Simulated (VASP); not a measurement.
# ZnS in VASP: further runs, part 2 of 2

VASP 6.6.1. The steps go on from the part before.

### Step 5. Single point, PBE (strain +0.030 along x and y, +0.030 along z)

The input, INCAR:

```
PREC = Accurate ; ENCUT = 520
EDIFF = 1E-6 ; ISMEAR = 0
SIGMA = 0.05 ; LREAL = False
LASPH = True ; NELM = 80
ALGO = Normal ; ISIF = 2
LWAVE = False ; LCHARG = False
GGA = PE ; NBANDS = 16
```

The input, KPOINTS:

```
regular mesh
0
Gamma
  10 10 10
```

The input, POSCAR:

```
ZnS
1.0
    0.0000000000      2.7857895000      2.7857895000
    2.7857895000      0.0000000000      2.7857895000
    2.7857895000      2.7857895000      0.0000000000
Zn S
1 1
Direct
    0.0000000000      0.0000000000      0.0000000000
    0.7500000000      0.7500000000      0.7500000000
```

Potentials or basis: VASP PAW PBE potentials, release 64 (Zn, S).

Launch:

```
$ cat potpaw_PBE.64/Zn/POTCAR potpaw_PBE.64/S/POTCAR > POTCAR
$ mpirun -np 1 vasp_std > vasp.out
```

OUTCAR:

```text
PREC = Accurate
   ENCUT = 520
   EDIFF = 1E-6
   ISMEAR = 0
   LREAL = False
   LASPH = True
   NELM = 80
   ISIF = 2
   GGA = PE

 ion  position               nearest neighbor table
   1  0.000  0.000  0.000-   2 2.41   2 2.41   2 2.41   2 2.41
   2  0.750  0.750  0.750-   1 2.41   1 2.41   1 2.41   1 2.41

  LATTYP: Found a face centered cubic cell.
 ALAT       =     5.5715790000

  Lattice vectors:

 A1 = (   0.0000000000,   2.7857895000,   2.7857895000)
 A2 = (   2.7857895000,   0.0000000000,   2.7857895000)
[... 626 lines left out ...]
      4      -4.5134      2.00000
      5      -4.2957      2.00000
      6      -4.2825      2.00000
[... 8 lines left out ...]
     15      14.4860      0.00000
     16      16.5159      0.00000

 [... further k-points ...]
[... 5 lines left out ...]
  --------------------------------------------------------------------------------------
  -------------------------------------------------------------------------------------
  Total       -1.0920576     -1.0920576     -1.0920576      0.0000000      0.0000000     -0.0000000
  in kB      -40.4651599    -40.4651599    -40.4651599      0.0000000      0.0000000     -0.0000000
  external PRESSURE =     -40.4651599 kB  Pullay stress =       0.0000000 kB

 VOLUME and BASIS-vectors are now :
 -----------------------------------------------------------------------------
  energy-cutoff  :      520.00
  volume of cell :       43.24
      direct lattice vectors                 reciprocal lattice vectors
     0.000000000  2.785789500  2.785789500    -0.179482333  0.179482333  0.179482333
     2.785789500  0.000000000  2.785789500     0.179482333 -0.179482333  0.179482333
     2.785789500  2.785789500  0.000000000     0.179482333  0.179482333 -0.179482333

 POSITION                                       TOTAL-FORCE (eV/Angst)
 -----------------------------------------------------------------------------------
      0.00000      0.00000      0.00000        -0.000000     -0.000000     -0.000000
      4.17868      4.17868      4.17868         0.000000      0.000000      0.000000
 -----------------------------------------------------------------------------------
    total drift:                                0.000000      0.000000      0.000000

  FREE ENERGIE OF THE ION-ELECTRON SYSTEM (eV)
  ---------------------------------------------------
  free  energy   TOTEN  =        -6.8152150751 eV

  energy  without entropy=       -6.8152150751  energy(sigma->0) =       -6.81521508
```

It took 31 s on 1 thread of AMD EPYC 7R43 (Zen 3), shared host; peak memory 0.15 GiB.

Results:

```yaml
Free_energy: -6.8152 eV
Pressure: -4.0 GPa
Band_gap_on_the_k_mesh: 1.72 eV, direct
```

Caveat: the cell differs from its parent crystal (strain +0.030 along x and y, +0.030 along z).

### Step 6. Single point, PBE (strain -0.030 along x and y, -0.015 along z)

The input, INCAR:

```
SYSTEM = ZnS
ALGO = Normal
EDIFF = 1E-6
ENCUT = 520
GGA = PE
ISIF = 2
ISMEAR = 0
LASPH = .TRUE.
LCHARG = .FALSE.
LREAL = .FALSE.
LWAVE = .FALSE.
NBANDS = 16
NELM = 60
PREC = Accurate
SIGMA = 0.05
```

The input, KPOINTS:

```
k-points
0
G
  10 10 10
  0 0 0
```

The input, POSCAR:

```
ZnS
1.0
    0.0000000000      2.6235105000      2.6640802500
    2.6235105000      0.0000000000      2.6640802500
    2.6235105000      2.6235105000      0.0000000000
Zn S
1 1
Direct
    0.0000000000      0.0000000000      0.0000000000
    0.7500000000      0.7500000000      0.7500000000
```

Potentials or basis: VASP PAW PBE potentials, release 64 (Zn, S).

Launch:

```
$ cat potpaw_PBE.64/Zn/POTCAR potpaw_PBE.64/S/POTCAR > POTCAR
$ mpirun -np 1 vasp_std > vasp.out
```

OUTCAR:

```text
SYSTEM = ZnS
   EDIFF = 1E-6
   ENCUT = 520
   GGA = PE
   ISIF = 2
   ISMEAR = 0
   LASPH = .TRUE.
   LREAL = .FALSE.
   NELM = 60
   PREC = Accurate

 ion  position               nearest neighbor table
   1  0.000  0.000  0.000-   2 2.28   2 2.28   2 2.28   2 2.28
   2  0.750  0.750  0.750-   1 2.28   1 2.28   1 2.28   1 2.28

  LATTYP: Found a body centered tetragonal cell.
 ALAT       =     3.7102041301
 C/A-ratio  =     1.4360828443

  Lattice vectors:

 A1 = (  -2.6235105000,   0.0000000000,   2.6640802500)
 A2 = (   2.6235105000,   0.0000000000,   2.6640802500)
 A3 = (   0.0000000000,   2.6235105000,  -2.6640802500)

Analysis of symmetry for initial positions (statically):
=====================================================================
 Subroutine PRICEL returns:
 Original cell was already a primitive cell.

 Routine SETGRP: Setting up the symmetry group for a
 body centered tetragonal supercell.

 Subroutine GETGRP returns: Found  8 space group operations
 (whereof  8 operations were pure point group operations)
 out of a pool of 16 trial point group operations.

The static configuration has the point symmetry D_2d.

Analysis of symmetry for dynamics (positions and initial velocities):
=====================================================================
 Subroutine PRICEL returns:
 Original cell was already a primitive cell.

 Routine SETGRP: Setting up the symmetry group for a
 body centered tetragonal supercell.

 Subroutine GETGRP returns: Found  8 space group operations
 (whereof  8 operations were pure point group operations)
 out of a pool of 16 trial point group operations.

The dynamic configuration has the point symmetry D_2d.

 Subroutine INISYM returns: Found  8 space group operations
 (whereof  8 operations are pure point group operations),
 and found     1 'primitive' translations

----------------------------------------------------------------------------------------

                                     Primitive cell

  volume of cell :      36.6727

  direct lattice vectors                    reciprocal lattice vectors
     0.000000000  2.623510500  2.664080250    -0.190584333  0.190584333  0.187682034
     2.623510500  0.000000000  2.664080250     0.190584333 -0.190584333  0.187682034
     2.623510500  2.623510500  0.000000000     0.190584333  0.190584333 -0.187682034

  length of vectors
     3.739001327  3.739001327  3.710204130     0.328434654  0.328434654  0.328434654

  position of ions in fractional coordinates (direct lattice)
     0.000000000  0.000000000  0.000000000
     0.750000000  0.750000000  0.750000000

  ion indices of the primitive-cell ions
   primitive index   ion index
                 1           1
                 2           2

----------------------------------------------------------------------------------------

 KPOINTS: k-points

Automatic generation of k-mesh.
 Grid dimensions read from file:
 generate k-points for:   10   10   10

 Generating k-lattice:

  Cartesian coordinates                     Fractional coordinates (reciprocal lattice)
    -0.019058433  0.019058433  0.018768203     0.100000000 -0.000000000  0.000000000
     0.019058433 -0.019058433  0.018768203    -0.000000000  0.100000000  0.000000000
     0.019058433  0.019058433 -0.018768203     0.000000000  0.000000000  0.100000000

  Length of vectors
     0.032843465  0.032843465  0.032843465

  Shift w.r.t. Gamma in fractional coordinates (k-lattice)
     0.000000000  0.000000000  0.000000000

 Subroutine IBZKPT returns following result:
 ===========================================

 Found    102 irreducible k-points:

 Following reciprocal coordinates:
            Coordinates               Weight
  0.000000  0.000000  0.000000      1.000000
  0.100000  0.000000  0.000000      8.000000
  0.200000  0.000000  0.000000      8.000000
  0.300000  0.000000  0.000000      8.000000
  0.400000  0.000000  0.000000      8.000000
  0.500000  0.000000  0.000000      4.000000
[... 16 lines left out ...]
  0.300000  0.300000  0.000000      2.000000
  0.400000  0.300000  0.000000      8.000000
 [... further k-points ...]
   k-points           NKPTS =    102   k-points in BZ     NKDIM =    102   number of bands    NBANDS=     16
   number of dos      NEDOS =    301   number of ions     NIONS =      2
   total plane-waves  NPLWV =  21952
   dimension x,y,z NGX =    28 NGY =   28 NGZ =   28
   dimension x,y,z NGXF=    56 NGYF=   56 NGZF=   56
   ions per type =               1   1
   NGX,Y,Z   is equivalent  to a cutoff of  12.45, 12.45, 12.55 a.u.
   NGXF,Y,Z  is equivalent  to a cutoff of  24.90, 24.90, 25.09 a.u.
 SYSTEM =  ZnS
   PREC   = accura    normal or accurate (medium, high low for compatibility)
   ISTART =      0    job   : 0-new  1-cont  2-samecut
   ICHARG =      2    charge: 1-file 2-atom 10-const
   ISPIN  =      1    spin polarized calculation?
   LNONCOLLINEAR =      F non collinear calculations
   LSORBIT =      F    spin-orbit coupling
   LASPH  =      T    aspherical Exc in radial PAW
   ENCUT  =  520.0 eV  38.22 Ry    6.18 a.u.   6.95  6.95  6.90*2*pi/ulx,y,z
   NELM   =     60;   NELMIN=  2; NELMDL= -5     # of ELM steps
   EDIFF  = 0.1E-05   stopping-criterion for ELM
   LREAL  =      F    real-space projection
   EDIFFG = 0.1E-04   stopping-criterion for IOM
   NSW    =      0    number of steps for IOM
   IBRION =     -1    ionic relax: 0-MD 1-quasi-New 2-CG
   NFREE  =      0    steps in history (QN), initial steepest desc. (CG)
   ISIF   =      2    stress and relaxation
   ISYM   =      2    0-nonsym 1-usesym 2-fastsym
   POTIM  = 0.5000    time-step for ionic-motion
   TEBEG  =    0.0;   TEEND  =   0.0 temperature during run
   PSTRESS=    0.0 pullay stress
   NELECT =      18.0000    total number of electrons
   NUPDOWN=      -1.0000    fix difference up-down
   EMIN   =  10.00;   EMAX   =-10.00  energy-range for DOS
   EFERMI =   0.00;   METHOD = LEGACY
   ISMEAR =     0;   SIGMA  =   0.05  broadening in eV -4-tet -1-fermi 0-gaus
   EFERMI_NEDOS =   21; number of points for ismear=-14 and -15
   IALGO  =     38    algorithm
   IMIX   =      4    mixing-type and parameters
     AMIX     =   0.40;   BMIX     =  1.00
     AMIX_MAG =   1.60;   BMIX_MAG =  1.00
  volume/ion in A,a.u.               =      18.34       123.74
  Fermi-wavevector in a.u.,A,eV,Ry     =   1.291372  2.440339 22.689642  1.667642
  Thomas-Fermi vector in A             =   2.423146
   LORBIT       =      0    0 simple, 1 ext, 2 COOP (PROOUT), +10 PAW based schemes
   GGA     = PE    functional components
   LHFCALC =     F    Hartree Fock is set to
   AEXX    =    0.0000 exact exchange contribution
   IVDW    =     0    specifies the selected vdW correction
   LEPSILON=     F    determine dielectric tensor
   LRPA    =     F    only Hartree local field effects (RPA)
 non-spin polarized calculation
 Gauss-broadening in eV      SIGMA  =   0.05
  energy-cutoff  :      520.00
  volume of cell :       36.67
 maximum number of plane-waves:      1004
   NGX = 13   NGY = 13   NGZ = 13

 number of electron      18.0000003 magnetization

 Free energy of the ion-electron system (eV)
  ---------------------------------------------------
  ext. energy  EPLUGINS =         0.00000000
  ---------------------------------------------------
  free energy    TOTEN  =        -6.76194662 eV

  energy without entropy =       -6.76194662  energy(sigma->0) =       -6.76194662

 E-fermi :   3.0451     XC(G=0):  -9.9791

 val. band max:        2.8384511920   @ k =   0.0000   0.0000   0.0000
 cond. band min:       5.2600331918   @ k =   0.0000   0.0000   0.0000
 fundamental gap:      2.4215819998
 Fermi energy:         3.0450732942

 k-point     1 :       0.0000    0.0000    0.0000
  band No.  band energies     occupation
      1     -10.8590      2.00000
      2      -3.8479      2.00000
      3      -3.8376      2.00000
      4      -3.8376      2.00000
      5      -3.2557      2.00000
      6      -3.2492      2.00000
[... 8 lines left out ...]
     15      14.7949      0.00000
     16      15.1080      0.00000
[... 419 lines left out ...]
 k-point    24 :       0.4000    0.3000    0.0000
  band No.  band energies     occupation
      1      -9.7742      2.00000
      2      -3.9176      2.00000
      3      -3.5504      2.00000
      4      -3.5433      2.00000
      5      -3.2443      2.00000
      6      -3.1840      2.00000
[... 8 lines left out ...]
     15      16.3675      0.00000
     16      19.1577      0.00000

 [... further k-points ...]
[... 5 lines left out ...]
  --------------------------------------------------------------------------------------
  -------------------------------------------------------------------------------------
  Total        1.9488848      1.9488848      1.8152612      0.0000000     -0.0000000      0.0000000
  in kB       85.1439589     85.1439589     79.3061379      0.0000000     -0.0000000      0.0000000
  external PRESSURE =      83.1980186 kB  Pullay stress =       0.0000000 kB

 VOLUME and BASIS-vectors are now :
 -----------------------------------------------------------------------------
  energy-cutoff  :      520.00
  volume of cell :       36.67
      direct lattice vectors                 reciprocal lattice vectors
     0.000000000  2.623510500  2.664080250    -0.190584333  0.190584333  0.187682034
     2.623510500  0.000000000  2.664080250     0.190584333 -0.190584333  0.187682034
     2.623510500  2.623510500  0.000000000     0.190584333  0.190584333 -0.187682034

 POSITION                                       TOTAL-FORCE (eV/Angst)
 -----------------------------------------------------------------------------------
      0.00000      0.00000      0.00000         0.000000      0.000000      0.000000
      3.93527      3.93527      3.99612        -0.000000     -0.000000     -0.000000
 -----------------------------------------------------------------------------------
    total drift:                               -0.000002     -0.000002     -0.000002

  FREE ENERGIE OF THE ION-ELECTRON SYSTEM (eV)
  ---------------------------------------------------
  free  energy   TOTEN  =        -6.7619466150 eV

  energy  without entropy=       -6.7619466150  energy(sigma->0) =       -6.76194662
```

OSZICAR:

```text
N       E                     dE             d eps       ncg     rms          rms(c)
DAV:   1     0.902269414874E+02    0.90227E+02   -0.89972E+03  3272   0.138E+03
DAV:   2    -0.144722434179E+01   -0.91674E+02   -0.85942E+02  3744   0.266E+02
DAV:   3    -0.713959715763E+01   -0.56924E+01   -0.56697E+01  4128   0.643E+01
DAV:   4    -0.719636212062E+01   -0.56765E-01   -0.56754E-01  4016   0.664E+00
DAV:   5    -0.719698327552E+01   -0.62115E-03   -0.62115E-03  4184   0.671E-01    0.791E+00
DAV:   6    -0.678593974896E+01    0.41104E+00   -0.74615E-01  4912   0.314E+01    0.609E+00
DAV:   7    -0.676247716804E+01    0.23463E-01   -0.27766E-01  4056   0.498E+00    0.302E+00
DAV:   8    -0.676168082325E+01    0.79634E-03   -0.60550E-03  4312   0.120E+00    0.801E-01
DAV:   9    -0.676179845883E+01   -0.11764E-03   -0.14759E-03  4136   0.298E-01    0.854E-02
DAV:  10    -0.676191927060E+01   -0.12081E-03   -0.16401E-04  4088   0.964E-02    0.498E-02
DAV:  11    -0.676194611749E+01   -0.26847E-04   -0.47778E-05  3928   0.564E-02    0.179E-02
DAV:  12    -0.676194661504E+01   -0.49755E-06   -0.21618E-06  4144   0.188E-02
   1 F= -.67619466E+01 E0= -.67619466E+01  d E =-.216246E-11
```

stdout:

```text
POSCAR found type information on POSCAR ZnS
 POSCAR found :  2 types and       2 ions
 scaLAPACK will be used
 LDA part: xc-table for (Slater+PW92), standard interpolation
 POSCAR, INCAR and KPOINTS ok, starting setup
 FFT: planning ... GRIDC
 FFT: planning ... GRID_SOFT
 FFT: planning ... GRID
 WAVECAR not read
 entering main loop
```

Wall time 47 s (1 thread of AMD EPYC 7R43 (Zen 3), shared host); peak memory 0.16 GiB.

What came out:

```yaml
Free_energy: -6.7619 eV
Pressure: 8.3 GPa
Band_gap_on_the_k_mesh: 2.42 eV, direct
```

Levels at points of the mesh, in eV from the valence-band top:
```csv
k point,band 7,band 8,band 9,band 10,band 11,band 12
"(0.00, 0.00, 0.00)",-0.06,0.00,0.00,2.42,6.31,6.32
"(0.50, 0.00, 0.00)",-5.77,-1.04,-0.95,3.43,6.79,6.93
"(0.50, 0.50, 0.00)",-4.93,-2.46,-2.46,3.27,4.13,11.38
"(0.50, 0.00, 0.50)",-4.84,-2.56,-2.52,3.18,3.98,11.56
```

Caveat: the cell differs from its parent crystal (strain -0.030 along x and y, -0.015 along z).

### Step 7. The runs side by side

```csv
cell,gap on the mesh (eV),pressure (GPa)
"a = 3.710 Å, angles 60.0°, 2 atoms",2.51,10.0
"a = 3.768 Å, angles 60.0°, 2 atoms",2.30,5.3
"a = 3.882 Å, angles 60.0°, 2 atoms",1.91,-1.6
"a = 3.940 Å, angles 60.0°, 2 atoms",1.72,-4.0
"a = 3.739, b = 3.739, c = 3.710 Å, angles 60.3, 60.3, 59.5°, 2 atoms",2.42,8.3
```

Alike in all rows: task single point; level PBE; potentials or basis VASP PAW PBE potentials, release 64 (Zn, S); no spin polarisation; k mesh 10 × 10 × 10; cutoff (eV) 520; smearing gaussian 0.05 eV.

Total energies depend on the potentials used, so only differences within one code and one set of settings carry meaning.
